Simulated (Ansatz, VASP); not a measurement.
**BaTa3 in VASP and in Ansatz**

```
CELL_PARAMETERS angstrom
6.34908 0.00000 0.00000
-3.17454 5.49847 0.00000
0.00000 0.00000 5.09612
ATOMIC_POSITIONS crystal
Ba 0.33333 0.66667 0.25000
Ba 0.66667 0.33333 0.75000
Ta 0.83300 0.66600 0.25000
Ta 0.16700 0.83300 0.75000
Ta 0.33400 0.16700 0.25000
Ta 0.16700 0.33400 0.75000
Ta 0.83300 0.16700 0.25000
Ta 0.66600 0.83300 0.75000
```

Alike in both runs: task single point; functional PBE; k mesh 3 × 3 × 4; occupations gaussian, width 0.1 eV; no spin polarisation.

|  | VASP | Ansatz |
| --- | --- | --- |
| version | VASP 6.6.1 | Ansatz 0.2.0 |
| potentials or method | VASP PAW PBE potentials, release 64 (Ba_sv, Ta_sv_GW), cutoff 500 eV | scalar-relativistic, plane waves, PAW |
| valence electrons in the cell | 98 | 98 |

```tsv
	VASP	Ansatz	Ansatz less VASP
gap on the k mesh at the Fermi level (eV)	none	none	-
pressure (GPa)	-0.3	-1.3	-0.99
traceless stress, the component that is largest in VASP (GPa)	1.41	1.55	+0.140
rms of the force components (eV/Å)	0.943	0.883	-0.0604
```

Atom by atom the forces differ by 0.060 eV/Å (rms over components). A gap of «none» marks a metal or a gap that the smearing closes. The functional is the same, so the differences come from potentials, cutoffs and numerics.

The k mesh is coarse, so the values compare programs but aren't converged. Neither program's run includes spin-orbit coupling.
